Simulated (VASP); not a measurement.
A run of VASP 6.6.1:

File INCAR:

```
SYSTEM = Bi
PREC = Accurate
ENCUT = 600
EDIFF = 1E-6
ISMEAR = 0
SIGMA = 0.05
LREAL = .FALSE.
LASPH = .TRUE.
NELM = 60
ALGO = Normal
ISIF = 3
LWAVE = .FALSE.
LCHARG = .FALSE.
GGA = PS
IBRION = 2
NSW = 80
EDIFFG = -0.01
PSTRESS = 407.59999999999997
```

File KPOINTS:

```
Automatic mesh
0
G
  20 20 20
  0 0 0
```

File POSCAR:

```
Bi
1.0
   -1.8277391481      1.8277391481      1.8277391481
    1.8277391481     -1.8277391481      1.8277391481
    1.8277391481      1.8277391481     -1.8277391481
Bi
1
Direct
    0.0000000000      0.0000000000      0.0000000000
```

Potentials or basis: VASP PAW PBE potentials, release 64 (Bi_d).

Run with:

```bash
$ cat potpaw_PBE.64/Bi_d/POTCAR > POTCAR
$ mpirun -np 1 vasp_std > vasp.out
```

Hardware: 1 thread of Intel(R) Xeon(R) 6975P-C (Granite Rapids), with other jobs on the host.

Task: How long does it take, and how much memory?

Result: It took 2.2 min on 1 thread of Intel(R) Xeon(R) 6975P-C (Granite Rapids), with other jobs on the host, peak memory 0.23 GiB. Counts: scf iterations 46, k points 256, ion steps 5.
